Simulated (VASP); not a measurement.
# ScBi2 (P6/mmm) in VASP: further runs

Runs on ScBi2. Level: PBE. Tasks: single point, relaxation of cell and atoms.

Everything below comes from runs of VASP 6.6.1. Logs are shortened: lines on timing, memory, paths and dates and some standing lists are left out, and cuts for length are marked.

**1. The cell of the first run**

The structure is hexagonal, space group P6/mmm (No. 191). Conventional cell: a = 5.471 Å, b = 5.471 Å, c = 3.387 Å, α = 90.00°, β = 90.00°, γ = 120.00°. Sc (site symmetry 6/mmm) has 2 Sc at 3.39 Å and 12 Bi at 3.58 Å within 4.5 Å. Within 4.2 Å of Bi (site symmetry -6m2) lie 5 Bi at 3.16 to 3.39 Å and 6 Sc at 3.58 Å.

**2. Single point, PBE**

Contents of INCAR:

```
SYSTEM = ScBi2
ALGO     = Normal         ! electronic algorithm
EDIFF    = 1E-7           ! SCF threshold, eV
ENCUT    = 520            ! plane-wave cutoff, eV
GGA      = PE             ! functional
ISIF     = 2              ! what is computed and relaxed
ISMEAR   = 0              ! smearing method
LASPH    = .TRUE.         ! aspherical terms in the spheres
LCHARG   = .FALSE.        ! write CHGCAR
LREAL    = .FALSE.        ! projectors in reciprocal space
LWAVE    = .FALSE.        ! write WAVECAR
NBANDS   = 28             ! bands
NELM     = 80             ! most SCF steps
PREC     = Accurate       ! precision mode
SIGMA    = 0.1            ! smearing width, eV
```

Contents of KPOINTS:

```
k-points
0
G
  6 6 4
  0 0 0
```

Contents of POSCAR:

```
ScBi2
1.0
    5.4708429130      0.0000000000      0.0000000000
   -2.7354214565      4.7378889427      0.0000000000
    0.0000000000      0.0000000000      3.3868054495
Sc Bi
1 2
Direct
    0.0000000000      0.0000000000      0.0000000000
    0.3333333333      0.6666666667      0.5000000000
    0.6666666667      0.3333333333      0.5000000000
```

Potentials or basis: VASP PAW PBE potentials, release 64 (Sc_sv, Bi_d).

Started as:

```
cat potpaw_PBE.64/Sc_sv/POTCAR potpaw_PBE.64/Bi_d/POTCAR > POTCAR
mpirun -np 1 vasp_std > vasp.out
```

OUTCAR:

```text
SYSTEM = ScBi2
   EDIFF = 1E-7
   ENCUT = 520
   GGA = PE
   ISIF = 2
   ISMEAR = 0
   LASPH = .TRUE.
   LREAL = .FALSE.
   NELM = 80
   PREC = Accurate

 ion  position               nearest neighbor table
   1  0.000  0.000  0.000-   2 3.58   3 3.58   2 3.58   3 3.58   2 3.58   2 3.58   3 3.58   3 3.58
                             3 3.58   3 3.58   2 3.58   2 3.58
   2  0.333  0.667  0.500-   3 3.16   3 3.16   3 3.16   1 3.58   1 3.58   1 3.58   1 3.58   1 3.58
                             1 3.58
   3  0.667  0.333  0.500-   2 3.16   2 3.16   2 3.16   1 3.58   1 3.58   1 3.58   1 3.58   1 3.58
                             1 3.58

  LATTYP: Found a hexagonal cell.
 ALAT       =     5.4708429130
 C/A-ratio  =     0.6190646493

  Lattice vectors:

 A1 = (   5.4708429130,   0.0000000000,   0.0000000000)
 A2 = (  -2.7354214565,   4.7378889427,   0.0000000000)
 A3 = (   0.0000000000,   0.0000000000,   3.3868054495)

Analysis of symmetry for initial positions (statically):
=====================================================================
 Subroutine PRICEL returns:
 Original cell was already a primitive cell.

 Routine SETGRP: Setting up the symmetry group for a
 hexagonal supercell.

 Subroutine GETGRP returns: Found 24 space group operations
 (whereof 24 operations were pure point group operations)
 out of a pool of 24 trial point group operations.

The static configuration has the point symmetry D_6h.

Analysis of symmetry for dynamics (positions and initial velocities):
=====================================================================
 Subroutine PRICEL returns:
 Original cell was already a primitive cell.

 Routine SETGRP: Setting up the symmetry group for a
 hexagonal supercell.

 Subroutine GETGRP returns: Found 24 space group operations
 (whereof 24 operations were pure point group operations)
 out of a pool of 24 trial point group operations.

The dynamic configuration has the point symmetry D_6h.

 Subroutine INISYM returns: Found 24 space group operations
 (whereof 24 operations are pure point group operations),
 and found     1 'primitive' translations

----------------------------------------------------------------------------------------

                                     Primitive cell

  volume of cell :      87.7868

  direct lattice vectors                    reciprocal lattice vectors
     5.470842913  0.000000000  0.000000000     0.182787189  0.105532233  0.000000000
    -2.735421457  4.737888943  0.000000000     0.000000000  0.211064466  0.000000000
     0.000000000  0.000000000  3.386805450     0.000000000  0.000000000  0.295263491

  length of vectors
     5.470842913  5.470842913  3.386805450     0.211064466  0.211064466  0.295263491

  position of ions in fractional coordinates (direct lattice)
     0.000000000  0.000000000  0.000000000
     0.333333333  0.666666667  0.500000000
     0.666666667  0.333333333  0.500000000

  ion indices of the primitive-cell ions
   primitive index   ion index
                 1           1
                 2           2
                 3           3

----------------------------------------------------------------------------------------

 KPOINTS: k-points

Automatic generation of k-mesh.
 Grid dimensions read from file:
 generate k-points for:    6    6    4

 Generating k-lattice:

  Cartesian coordinates                     Fractional coordinates (reciprocal lattice)
     0.030464532  0.017588706  0.000000000     0.166666667 -0.000000000  0.000000000
     0.000000000  0.035177411  0.000000000     0.000000000  0.166666667  0.000000000
     0.000000000  0.000000000  0.073815873     0.000000000  0.000000000  0.250000000

  Length of vectors
     0.035177411  0.035177411  0.073815873

  Shift w.r.t. Gamma in fractional coordinates (k-lattice)
     0.000000000  0.000000000  0.000000000

 Subroutine IBZKPT returns following result:
 ===========================================

 Found     21 irreducible k-points:

 Following reciprocal coordinates:
            Coordinates               Weight
  0.000000  0.000000  0.000000      1.000000
  0.166667  0.000000  0.000000      6.000000
  0.333333  0.000000  0.000000      6.000000
  0.500000  0.000000  0.000000      3.000000
  0.166667  0.166667  0.000000      6.000000
  0.333333  0.166667  0.000000     12.000000
[... 13 lines left out ...]
  0.333333  0.166667  0.500000     12.000000
  0.333333  0.333333  0.500000      2.000000
   k-points           NKPTS =     21   k-points in BZ     NKDIM =     21   number of bands    NBANDS=     28
   number of dos      NEDOS =    301   number of ions     NIONS =      3
   total plane-waves  NPLWV =  49392
   dimension x,y,z NGX =    42 NGY =   42 NGZ =   28
   dimension x,y,z NGXF=    84 NGYF=   84 NGZF=   56
   ions per type =               1   2
   NGX,Y,Z   is equivalent  to a cutoff of  12.76, 12.76, 13.74 a.u.
   NGXF,Y,Z  is equivalent  to a cutoff of  25.53, 25.53, 27.49 a.u.
 SYSTEM =  ScBi2
   PREC   = accura    normal or accurate (medium, high low for compatibility)
   ISTART =      0    job   : 0-new  1-cont  2-samecut
   ICHARG =      2    charge: 1-file 2-atom 10-const
   ISPIN  =      1    spin polarized calculation?
   LNONCOLLINEAR =      F non collinear calculations
   LSORBIT =      F    spin-orbit coupling
   LASPH  =      T    aspherical Exc in radial PAW
   ENCUT  =  520.0 eV  38.22 Ry    6.18 a.u.  10.17 10.17  6.30*2*pi/ulx,y,z
   NELM   =     80;   NELMIN=  2; NELMDL= -5     # of ELM steps
   EDIFF  = 0.1E-06   stopping-criterion for ELM
   LREAL  =      F    real-space projection
   EDIFFG = 0.1E-05   stopping-criterion for IOM
   NSW    =      0    number of steps for IOM
   IBRION =     -1    ionic relax: 0-MD 1-quasi-New 2-CG
   NFREE  =      0    steps in history (QN), initial steepest desc. (CG)
   ISIF   =      2    stress and relaxation
   ISYM   =      2    0-nonsym 1-usesym 2-fastsym
   POTIM  = 0.5000    time-step for ionic-motion
   TEBEG  =    0.0;   TEEND  =   0.0 temperature during run
   PSTRESS=    0.0 pullay stress
   NELECT =      41.0000    total number of electrons
   NUPDOWN=      -1.0000    fix difference up-down
   EMIN   =  10.00;   EMAX   =-10.00  energy-range for DOS
   EFERMI =   0.00;   METHOD = LEGACY
   ISMEAR =     0;   SIGMA  =   0.10  broadening in eV -4-tet -1-fermi 0-gaus
   EFERMI_NEDOS =   21; number of points for ismear=-14 and -15
   IALGO  =     38    algorithm
   IMIX   =      4    mixing-type and parameters
     AMIX     =   0.40;   BMIX     =  1.00
     AMIX_MAG =   1.60;   BMIX_MAG =  1.00
  volume/ion in A,a.u.               =      29.26       197.47
  Fermi-wavevector in a.u.,A,eV,Ry     =   1.270164  2.400261 21.950491  1.613316
  Thomas-Fermi vector in A             =   2.403166
   LORBIT       =      0    0 simple, 1 ext, 2 COOP (PROOUT), +10 PAW based schemes
   GGA     = PE    functional components
   LHFCALC =     F    Hartree Fock is set to
   AEXX    =    0.0000 exact exchange contribution
   IVDW    =     0    specifies the selected vdW correction
   LEPSILON=     F    determine dielectric tensor
   LRPA    =     F    only Hartree local field effects (RPA)
 non-spin polarized calculation
 Gauss-broadening in eV      SIGMA  =   0.10
  energy-cutoff  :      520.00
  volume of cell :       87.79
 maximum number of plane-waves:      2388
 NGX is ok and might be reduce to    42
   NGX = 21   NGY = 21   NGZ = 13

 number of electron      41.0000017 magnetization

 Free energy of the ion-electron system (eV)
  ---------------------------------------------------
  ext. energy  EPLUGINS =         0.00000000
  ---------------------------------------------------
  free energy    TOTEN  =       -14.28134044 eV

  energy without entropy =      -14.26771655  energy(sigma->0) =      -14.27452849

 E-fermi :   6.8307     XC(G=0): -10.0891

 val. band max:        6.8232571757   @ k =   0.1667   0.0000   0.5000
 cond. band min:       6.8435853409   @ k =   0.1667   0.1667   0.0000
 fundamental gap:      0.0203281653
 Fermi energy:         6.8306893168

 k-point     1 :       0.0000    0.0000    0.0000
  band No.  band energies     occupation
      1     -43.6187      2.00000
      2     -22.2411      2.00000
      3     -22.2411      2.00000
      4     -22.1374      2.00000
      5     -16.0466      2.00000
      6     -15.9559      2.00000
[... 20 lines left out ...]
     27       8.9533      0.00000
     28      12.5719      0.00000

 k-point     2 :       0.1667    0.0000    0.0000
  band No.  band energies     occupation
      1     -43.6187      2.00000
      2     -22.2413      2.00000
      3     -22.2411      2.00000
      4     -22.1374      2.00000
      5     -16.0448      2.00000
      6     -15.9797      2.00000
[... 20 lines left out ...]
     27       9.4386      0.00000
     28      12.2351      0.00000

 k-point     3 :       0.3333    0.0000    0.0000
  band No.  band energies     occupation
      1     -43.6187      2.00000
      2     -22.2417      2.00000
      3     -22.2411      2.00000
      4     -22.1374      2.00000
      5     -16.0414      2.00000
      6     -16.0110      2.00000
[... 20 lines left out ...]
     27      11.1397      0.00000
     28      11.5483      0.00000

 k-point     4 :       0.5000    0.0000    0.0000
  band No.  band energies     occupation
      1     -43.6187      2.00000
      2     -22.2420      2.00000
      3     -22.2411      2.00000
      4     -22.1375      2.00000
      5     -16.0404      2.00000
      6     -16.0228      2.00000
[... 485 lines left out ...]
     27      10.2868      0.00000
     28      10.5910      0.00000

 k-point    20 :       0.3333    0.1667    0.5000
  band No.  band energies     occupation
      1     -43.6068      2.00000
      2     -22.2768      2.00000
      3     -22.2267      2.00000
      4     -22.2266      2.00000
      5     -16.0283      2.00000
      6     -15.9706      2.00000
[... 20 lines left out ...]
     27      10.1702      0.00000
     28      10.9405      0.00000

 k-point    21 :       0.3333    0.3333    0.5000
  band No.  band energies     occupation
      1     -43.6068      2.00000
      2     -22.2768      2.00000
      3     -22.2267      2.00000
      4     -22.2267      2.00000
      5     -16.0415      2.00000
      6     -15.9556      2.00000
[... 20 lines left out ...]
     27      10.2568      0.00000
     28      10.3806      0.00000

------------------------ aborting loop because EDIFF is reached ----------------------------------------

  FORCE on cell =-STRESS in cart. coord.  units (eV):
  Direction    XX          YY          ZZ          XY          YZ          ZX
  --------------------------------------------------------------------------------------
  -------------------------------------------------------------------------------------
  Total       -0.1209308     -0.1209308     -0.0706434      0.0000000     -0.0000000      0.0000000
  in kB       -2.2070804     -2.2070804     -1.2892958      0.0000000     -0.0000000      0.0000000
  external PRESSURE =      -1.9011522 kB  Pullay stress =       0.0000000 kB

 VOLUME and BASIS-vectors are now :
 -----------------------------------------------------------------------------
  energy-cutoff  :      520.00
  volume of cell :       87.79
      direct lattice vectors                 reciprocal lattice vectors
     5.470842913  0.000000000  0.000000000     0.182787189  0.105532233  0.000000000
    -2.735421457  4.737888943  0.000000000     0.000000000  0.211064466  0.000000000
     0.000000000  0.000000000  3.386805450     0.000000000  0.000000000  0.295263491

 POSITION                                       TOTAL-FORCE (eV/Angst)
 -----------------------------------------------------------------------------------
      0.00000      0.00000      0.00000         0.000000      0.000000      0.000000
     -0.00000      3.15859      1.69340        -0.000000      0.000000      0.000000
      2.73542      1.57930      1.69340         0.000000     -0.000000      0.000000
 -----------------------------------------------------------------------------------
    total drift:                                0.000000      0.000000     -0.000000

  FREE ENERGIE OF THE ION-ELECTRON SYSTEM (eV)
  ---------------------------------------------------
  free  energy   TOTEN  =       -14.2813404377 eV

  energy  without entropy=      -14.2677165472  energy(sigma->0) =      -14.27452849
```

Run time: 71 s. Hardware: 1 thread of Intel Xeon 8259CL, shared host; peak memory 0.23 GiB.

What came out:

* Free energy: -14.2813 eV
* Pressure: -0.2 GPa
* Band gap on the k mesh: zero (an odd number of electrons rules out a gap without spin polarisation)

Stress tensor (GPa, compression positive):
```
-0.22  0.00  0.00
 0.00 -0.22  0.00
 0.00  0.00 -0.13
```

Caveat: the k points lie up to 0.46 Å⁻¹ apart, too coarse for converged energies and pressures of a metal; spin-orbit coupling is left out, which moves the levels of the heavy elements.

**3. Relaxation of cell and atoms, PBE**

This run uses another cell than the first one, of 25.26 Å³/atom.

Contents of INCAR:

```
PREC = Accurate
ENCUT = 600
EDIFF = 1E-6
ISMEAR = 0
SIGMA = 0.1
LREAL = F
LASPH = T
NELM = 80
ALGO = Normal
ISIF = 3
LWAVE = F
LCHARG = F
GGA = PE
IBRION = 2
NSW = 90
EDIFFG = -0.04
```

Contents of KPOINTS:

```
Automatic mesh
0
Gamma
  6 6 4
```

Contents of POSCAR:

```
ScBi2
1.0
    4.3277398080      0.0000000000      0.0000000000
   -2.1638699040      3.7479326147      0.0000000000
    0.0000000000      0.0000000000      4.6728087628
Sc Bi
1 2
Direct
    0.0000000000      0.0000000000      0.0000000000
    0.3333333333      0.6666666667      0.5000000000
    0.6666666667      0.3333333333      0.5000000000
```

Potentials or basis: VASP PAW PBE potentials, release 64 (Sc_sv, Bi_d).

Started as:

```
cat potpaw_PBE.64/Sc_sv/POTCAR potpaw_PBE.64/Bi_d/POTCAR > POTCAR
mpirun -np 1 vasp_std > vasp.out
```

It took 12 min on 1 thread of Intel Xeon 8259CL, shared host; peak memory 0.26 GiB.

It converged, with:

```yaml
Free_energy: -14.2703 eV
Relaxed_volume: 29.16 Å³/atom
Relaxed_cell: a = 5.461 Å, b = 5.461 Å, c = 3.386 Å, α = 90.00°, β = 90.00°, γ = 120.00°
Space_group_after_relaxing_to_0.1_Å: P6/mmm (No. 191)
Energy_gained_by_relaxing: 2015.3 meV/atom
Ionic_steps: 15
Pressure_after_relaxing: 0.0 GPa
Band_gap_on_the_k_mesh: zero (an odd number of electrons rules out a gap without spin polarisation)
```

The path:
| step | energy change (eV) | largest force (eV/Å) | pressure (GPa) | volume (Å³) |
| --- | --- | --- | --- | --- |
| 1 | 0.0000 | 0.0000 | 41.22 | 75.79 |
| 2 | -2.4934 | 0.0000 | -8.28 | 162.45 |
| 3 | -4.7429 | 0.0000 | -3.72 | 112.12 |
| 4 | -4.7488 | 0.0000 | -3.35 | 111.06 |
| 5 | -4.7506 | 0.0000 | -2.95 | 109.95 |
| 6 | -5.2180 | 0.0000 | -2.50 | 102.01 |
| 7 | -5.6325 | 0.0000 | 9.40 | 76.96 |
| 8 | -5.6237 | 0.0000 | -0.81 | 92.64 |
| 9 | -5.9703 | 0.0000 | 1.76 | 85.48 |
| 10 | -5.9572 | 0.0000 | 4.79 | 81.25 |
| 11 | -5.9965 | 0.0000 | 2.95 | 83.57 |
| 12 | -5.9435 | 0.0000 | -0.50 | 88.42 |
| 13 | -6.0351 | 0.0000 | 1.30 | 85.45 |
| 14 | -6.0429 | 0.0000 | -0.64 | 88.54 |
| 15 | -6.0458 | 0.0000 | 0.01 | 87.47 |

Final structure:
```yaml
crystal:
  lattice:
    - [5.46131, 0.00000, 0.00000]
    - [-2.73066, 4.72964, 0.00000]
    - [0.00000, 0.00000, 3.38619]
  atoms:
    - { symbol: Sc, position: [0.00000, 0.00000, 0.00000] }
    - { symbol: Bi, position: [0.33333, 0.66667, 0.50000] }
    - { symbol: Bi, position: [0.66667, 0.33333, 0.50000] }
```

Levels at points of the mesh, in eV from the Fermi level:
| k point | band 18 | band 19 | band 20 | band 21 | band 22 | band 23 |
| --- | --- | --- | --- | --- | --- | --- |
| (0.00, 0.00, 0.00) | -3.84 | -1.03 | -0.96 | -0.96 | 1.49 | 1.77 |
| (0.50, 0.00, 0.00) | -4.09 | -0.11 | -0.02 | 0.97 | 1.22 | 1.27 |
| (0.00, 0.00, 0.50) | -1.89 | -1.89 | -1.46 | -0.99 | -0.99 | 0.63 |
| (0.50, 0.00, 0.50) | -3.41 | -3.24 | -1.88 | 0.52 | 0.67 | 1.13 |

Caveat: the volume moved by over 15 % at a fixed basis, so the end points are rough; spin-orbit coupling is left out, which moves the levels of the heavy elements.

The gap in the log of VASP goes by the Fermi energy; the results here count the filled bands.